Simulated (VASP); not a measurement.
# SnF5 in VASP: a series of runs

SnF5 is run at these levels: PBE; tasks: single point.

Program: VASP 6.6.1. These are calculated values, not measurements. Logs are shortened: lines on timing, memory, paths and dates and some standing lists are left out, and cuts for length are marked.

## (1) The cell of the first run

The typed cell holds 6 atoms: a = 4.539 Å, b = 4.539 Å, c = 4.539 Å, α = 56.41°, β = 56.41°, γ = 56.41°.

The cell was generated, and may not be a known phase.

## (2) Single point, PBE

Contents of INCAR:

```
SYSTEM = SnF5
PREC = Accurate
ENCUT = 520
EDIFF = 1E-6
ISMEAR = 0
SIGMA = 0.1
LREAL = .False.
LASPH = .True.
NELM = 60
ALGO = Normal
ISIF = 2
LWAVE = .False.
LCHARG = .False.
GGA = PE
NBANDS = 34
```

Contents of KPOINTS:

```
regular mesh
0
Gamma
  6 6 6
  0 0 0
```

Contents of POSCAR:

```
SnF5
1.0
    2.1453543013      1.2386208848      3.8033411113
   -2.1453543013      1.2386208848      3.8033411113
    0.0000000000     -2.4772417652      3.8033411128
Sn F
1 5
Direct
    0.0000000000      0.0000000000      0.0000000000
   -0.0001843906      0.5000000000      1.0001843906
    0.5000000000      1.0001843906     -0.0001843906
    1.0001843906     -0.0001843906      0.5000000000
    0.3622277926      0.3622277926      0.3622277926
    0.6377722074      0.6377722074      0.6377722074
```

Potentials or basis: VASP PAW PBE potentials, release 64 (Sn_d, F).

Started as:

```
> cat potpaw_PBE.64/Sn_d/POTCAR potpaw_PBE.64/F/POTCAR > POTCAR
> mpirun -np 1 vasp_std > vasp.out
```

OUTCAR:

```text
SYSTEM = SnF5
   PREC = Accurate
   ENCUT = 520
   EDIFF = 1E-6
   ISMEAR = 0
   LREAL = .False.
   LASPH = .True.
   NELM = 60
   ISIF = 2
   GGA = PE

 ion  position               nearest neighbor table
   1  0.000  0.000  0.000-   3 2.27   2 2.27   2 2.27   3 2.27   4 2.27   4 2.27   6 2.50   5 2.50
                             6 2.50   5 2.50   6 2.50   5 2.50
   2  1.000  0.500  0.000-   1 2.27   1 2.27
   3  0.500  0.000  1.000-   1 2.27   1 2.27
   4  0.000  1.000  0.500-   1 2.27   1 2.27
   5  0.362  0.362  0.362-   1 2.50   1 2.50   1 2.50
   6  0.638  0.638  0.638-   1 2.50   1 2.50   1 2.50

  LATTYP: Found a trigonal (rhomboedric) cell.
 ALAT       =     4.5389569709
 COS(alpha) =     0.5531971702

  Lattice vectors:

 A1 = (   2.1453543013,   1.2386208848,   3.8033411113)
 A2 = (  -2.1453543013,   1.2386208848,   3.8033411113)
 A3 = (   0.0000000000,  -2.4772417652,   3.8033411128)

Analysis of symmetry for initial positions (statically):
=====================================================================
 Subroutine PRICEL returns:
 Original cell was already a primitive cell.

 Routine SETGRP: Setting up the symmetry group for a
 trigonal (rhombohedral) supercell.

 Subroutine GETGRP returns: Found  6 space group operations
 (whereof  6 operations were pure point group operations)
 out of a pool of 12 trial point group operations.

The static configuration has the point symmetry D_3 .

Analysis of symmetry for dynamics (positions and initial velocities):
=====================================================================
 Subroutine PRICEL returns:
 Original cell was already a primitive cell.

 Routine SETGRP: Setting up the symmetry group for a
 trigonal (rhombohedral) supercell.

 Subroutine GETGRP returns: Found  6 space group operations
 (whereof  6 operations were pure point group operations)
 out of a pool of 12 trial point group operations.

The dynamic configuration has the point symmetry D_3 .

 Subroutine INISYM returns: Found  6 space group operations
 (whereof  6 operations are pure point group operations),
 and found     1 'primitive' translations

----------------------------------------------------------------------------------------

                                     Primitive cell

[... 93 lines left out ...]
   LNONCOLLINEAR =      F non collinear calculations
   LSORBIT =      F    spin-orbit coupling
   LASPH  =      T    aspherical Exc in radial PAW
   ENCUT  =  520.0 eV  38.22 Ry    6.18 a.u.   8.44  8.44  8.44*2*pi/ulx,y,z
   NELM   =     60;   NELMIN=  2; NELMDL= -5     # of ELM steps
   EDIFF  = 0.1E-05   stopping-criterion for ELM
   LREAL  =      F    real-space projection
   EDIFFG = 0.1E-04   stopping-criterion for IOM
   NSW    =      0    number of steps for IOM
   IBRION =     -1    ionic relax: 0-MD 1-quasi-New 2-CG
   NFREE  =      0    steps in history (QN), initial steepest desc. (CG)
   ISIF   =      2    stress and relaxation
   ISYM   =      2    0-nonsym 1-usesym 2-fastsym
   POTIM  = 0.5000    time-step for ionic-motion
   TEBEG  =    0.0;   TEEND  =   0.0 temperature during run
   PSTRESS=    0.0 pullay stress
   NELECT =      49.0000    total number of electrons
   NUPDOWN=      -1.0000    fix difference up-down
   EMIN   =  10.00;   EMAX   =-10.00  energy-range for DOS
   EFERMI =   0.00;   METHOD = LEGACY
   ISMEAR =     0;   SIGMA  =   0.10  broadening in eV -4-tet -1-fermi 0-gaus
   EFERMI_NEDOS =   21; number of points for ismear=-14 and -15
   IALGO  =     38    algorithm
   IMIX   =      4    mixing-type and parameters
     AMIX     =   0.40;   BMIX     =  1.00
     AMIX_MAG =   1.60;   BMIX_MAG =  1.00
  volume/ion in A,a.u.               =      10.11        68.20
  Fermi-wavevector in a.u.,A,eV,Ry     =   1.524833  2.881516 31.635108  2.325115
  Thomas-Fermi vector in A             =   2.633086
   LORBIT       =      0    0 simple, 1 ext, 2 COOP (PROOUT), +10 PAW based schemes
   GGA     = PE    functional components
   LHFCALC =     F    Hartree Fock is set to
   AEXX    =    0.0000 exact exchange contribution
   IVDW    =     0    specifies the selected vdW correction
   LEPSILON=     F    determine dielectric tensor
   LRPA    =     F    only Hartree local field effects (RPA)
 non-spin polarized calculation
 Gauss-broadening in eV      SIGMA  =   0.10
  energy-cutoff  :      520.00
  volume of cell :       60.64
 maximum number of plane-waves:      1648
 NGX is ok and might be reduce to    36
   NGX = 17   NGY = 17   NGZ = 17

 number of electron      48.9999984 magnetization

 Free energy of the ion-electron system (eV)
  ---------------------------------------------------
  ext. energy  EPLUGINS =         0.00000000
  ---------------------------------------------------
  free energy    TOTEN  =       -20.24359687 eV

  energy without entropy =      -20.22715151  energy(sigma->0) =      -20.23537419

 E-fermi :   2.6881     XC(G=0): -11.3365

 val. band max:        2.6827690708   @ k =   0.3333   0.1667  -0.0000
 cond. band min:       2.7150779423   @ k =  -0.1667   0.1667   0.0000
 fundamental gap:      0.0323088715
 Fermi energy:         2.6881207749

 k-point     1 :       0.0000    0.0000    0.0000
  band No.  band energies     occupation
      1     -20.5210      2.00000
      2     -18.9336      2.00000
      3     -18.9336      2.00000
      4     -18.5305      2.00000
      5     -18.2116      2.00000
      6     -18.2116      2.00000
[... 877 lines left out ...]
     33      21.1947      0.00000
     34      21.7424      0.00000

 [... further k-points ...]
[... 5 lines left out ...]
  --------------------------------------------------------------------------------------
  -------------------------------------------------------------------------------------
  Total       -0.1374249     -0.1374249     -0.0038095      0.0000000      0.0000000     -0.0000000
  in kB       -3.6309650     -3.6309650     -0.1006524      0.0000000      0.0000000     -0.0000000
  external PRESSURE =      -2.4541941 kB  Pullay stress =       0.0000000 kB

 VOLUME and BASIS-vectors are now :
 -----------------------------------------------------------------------------
  energy-cutoff  :      520.00
  volume of cell :       60.64
      direct lattice vectors                 reciprocal lattice vectors
     2.145354301  1.238620885  3.803341111     0.233061737  0.134558257  0.087642240
    -2.145354301  1.238620885  3.803341111    -0.233061737  0.134558257  0.087642240
     0.000000000 -2.477241765  3.803341113     0.000000000 -0.269116513  0.087642240

 POSITION                                       TOTAL-FORCE (eV/Angst)
 -----------------------------------------------------------------------------------
      0.00000      0.00000      0.00000         0.000000     -0.000000      0.000000
      1.07228      1.85725      5.70501         0.000134      0.000232     -0.000000
      1.07228     -1.85725      5.70501         0.000134     -0.000232      0.000000
     -2.14456      0.00000      5.70501        -0.000268     -0.000000      0.000000
      0.00000      0.00000      4.13303         0.000000      0.000000      0.003863
      0.00000      0.00000      7.27700         0.000000     -0.000000     -0.003863
 -----------------------------------------------------------------------------------
    total drift:                               -0.000000      0.000000     -0.000000

  FREE ENERGIE OF THE ION-ELECTRON SYSTEM (eV)
  ---------------------------------------------------
  free  energy   TOTEN  =       -20.2435968721 eV

  energy  without entropy=      -20.2271515101  energy(sigma->0) =      -20.23537419
```

OSZICAR:

```text
N       E                     dE             d eps       ncg     rms          rms(c)
DAV:   1     0.574350599057E+03    0.57435E+03   -0.25272E+04  2440   0.202E+03
DAV:   2     0.425551932641E+02   -0.53180E+03   -0.49316E+03  2464   0.576E+02
DAV:   3    -0.218647271545E+02   -0.64420E+02   -0.62332E+02  2388   0.167E+02
DAV:   4    -0.238938580514E+02   -0.20291E+01   -0.20230E+01  2630   0.318E+01
DAV:   5    -0.239352070805E+02   -0.41349E-01   -0.41341E-01  2730   0.474E+00    0.105E+01
DAV:   6    -0.204665036913E+02    0.34687E+01   -0.64484E+00  3214   0.310E+01    0.421E+00
DAV:   7    -0.203293824503E+02    0.13712E+00   -0.60540E-01  2920   0.861E+00    0.221E+00
DAV:   8    -0.202598452145E+02    0.69537E-01   -0.86088E-02  2994   0.523E+00    0.117E+00
DAV:   9    -0.202435375457E+02    0.16308E-01   -0.66628E-02  2942   0.331E+00    0.281E-01
DAV:  10    -0.202434738595E+02    0.63686E-04   -0.10420E-02  2854   0.970E-01    0.110E-01
DAV:  11    -0.202435723505E+02   -0.98491E-04   -0.81079E-04  3050   0.425E-01    0.438E-02
DAV:  12    -0.202435990420E+02   -0.26691E-04   -0.80385E-05  2862   0.138E-01    0.179E-02
DAV:  13    -0.202435967841E+02    0.22579E-05   -0.14213E-05  2838   0.439E-02    0.349E-03
DAV:  14    -0.202435968721E+02   -0.88043E-07   -0.20540E-06  2080   0.135E-02
   1 F= -.20243597E+02 E0= -.20235374E+02  d E =-.164454E-01
```

stdout:

```text
POSCAR found type information on POSCAR SnF
 POSCAR found :  2 types and       6 ions
 scaLAPACK will be used
 LDA part: xc-table for (Slater+PW92), standard interpolation
 POSCAR, INCAR and KPOINTS ok, starting setup
 FFT: planning ... GRIDC
 FFT: planning ... GRID_SOFT
 FFT: planning ... GRID
 WAVECAR not read
 entering main loop
```

Run time: 2.7 min. Hardware: 1 thread of Oxide Virtual Turin-like, shared host; peak memory 0.19 GiB.

Results:

```yaml
Free_energy: -20.2436 eV
Pressure: -0.2 GPa
Largest_force: 0.004 eV/Å
Band_gap_on_the_k_mesh: zero (an odd number of electrons rules out a gap without spin polarisation)
```

Forces in eV/Å, atoms in the order of the input:
```
Sn   0.000  0.000  0.000
F    0.000  0.000  0.000
F    0.000  0.000  0.000
F    0.000  0.000  0.000
F    0.000  0.000  0.004
F    0.000  0.000 -0.004
```

Levels at points of the mesh, in eV from the Fermi level:
```csv
k point,band 20,band 21,band 22,band 23,band 24,band 25,band 26,band 27,band 28,band 29
"(0.00, 0.00, 0.00)",-1.26,-1.26,-1.00,-0.37,-0.19,0.26,0.26,9.05,9.05,12.14
"(0.50, 0.00, 0.00)",-1.53,-1.53,-0.77,-0.60,-0.48,0.09,1.87,6.82,9.49,11.14
"(0.50, 0.50, 0.00)",-1.67,-1.51,-1.03,-0.82,-0.58,0.09,2.44,7.13,8.31,9.47
"(0.50, 0.50, 0.50)",-1.63,-1.62,-0.72,-0.18,0.17,0.17,2.34,7.58,7.58,7.67
```

Caveat: spin-orbit coupling is left out, which moves the levels of the heavy elements; an odd number of electrons without spin polarisation forces a metal; a magnetic or distorted state may lie lower.

## (3) Single point, PBE

Contents of INCAR:

```
PREC = Accurate
ENCUT = 520
EDIFF = 1E-6
ISMEAR = 0
SIGMA = 0.1
LREAL = F
LASPH = T
NELM = 100
ALGO = Fast
ISIF = 2
LWAVE = F
LCHARG = T
GGA = PE
LELF = T
LVHAR = T
NBANDS = 34
```

Contents of KPOINTS:

```
Automatic mesh
0
Gamma
  12 12 12
```

Contents of POSCAR:

```
SnF5
1.0
    2.1476211468      1.2399296472      3.7960289385
   -2.1476211468      1.2399296472      3.7960289385
    0.0000000000     -2.4798592945      3.7960289384
Sn F
1 5
Direct
    0.0000000000      0.0000000000      0.0000000000
    0.0000000000      0.5000000000      0.0000000000
    0.5000000000      0.0000000000      0.0000000000
    0.0000000000      0.0000000000      0.5000000000
    0.3623844562      0.3623844562      0.3623844562
    0.6376155438      0.6376155438      0.6376155438
```

Potentials or basis: VASP PAW PBE potentials, release 64 (Sn_d, F).

Started as:

```
> cat potpaw_PBE.64/Sn_d/POTCAR potpaw_PBE.64/F/POTCAR > POTCAR
> mpirun -np 1 vasp_std > vasp.out
```

Run time: 21 min. Hardware: 1 thread of Oxide Virtual Turin-like, shared host; peak memory 0.39 GiB.

The run converged. Its results:

```
Free energy            : -20.2398 eV
Pressure               : -0.2 GPa
Largest force          : 0.005 eV/Å
Band gap on the k mesh : zero (an odd number of electrons rules out a gap without spin polarisation)
```

Forces on the atoms (eV/Å):
```
Sn   0.000  0.000  0.000
F    0.000  0.000  0.000
F    0.000  0.000  0.000
F    0.000  0.000  0.000
F    0.000  0.000  0.005
F    0.000  0.000 -0.005
```

Stress tensor (GPa, compression positive):
```
-0.31  0.00  0.00
 0.00 -0.31  0.00
 0.00  0.00  0.08
```

Levels at points of the mesh, in eV from the Fermi level:
| k point | band 20 | band 21 | band 22 | band 23 | band 24 | band 25 | band 26 | band 27 | band 28 | band 29 |
| --- | --- | --- | --- | --- | --- | --- | --- | --- | --- | --- |
| (0.00, 0.00, 0.00) | -1.26 | -1.26 | -1.01 | -0.37 | -0.21 | 0.24 | 0.24 | 9.04 | 9.04 | 12.17 |
| (0.50, 0.00, 0.00) | -1.54 | -1.53 | -0.77 | -0.60 | -0.48 | 0.07 | 1.86 | 6.80 | 9.47 | 11.16 |
| (0.50, 0.50, 0.00) | -1.67 | -1.51 | -1.03 | -0.82 | -0.59 | 0.06 | 2.44 | 7.11 | 8.29 | 9.48 |
| (0.50, 0.50, 0.50) | -1.63 | -1.62 | -0.71 | -0.20 | 0.14 | 0.14 | 2.35 | 7.55 | 7.55 | 7.67 |

Caveat: spin-orbit coupling is left out, which moves the levels of the heavy elements; an odd number of electrons without spin polarisation forces a metal; a magnetic or distorted state may lie lower.

The gap in the log of VASP goes by the Fermi energy; the results here count the filled bands.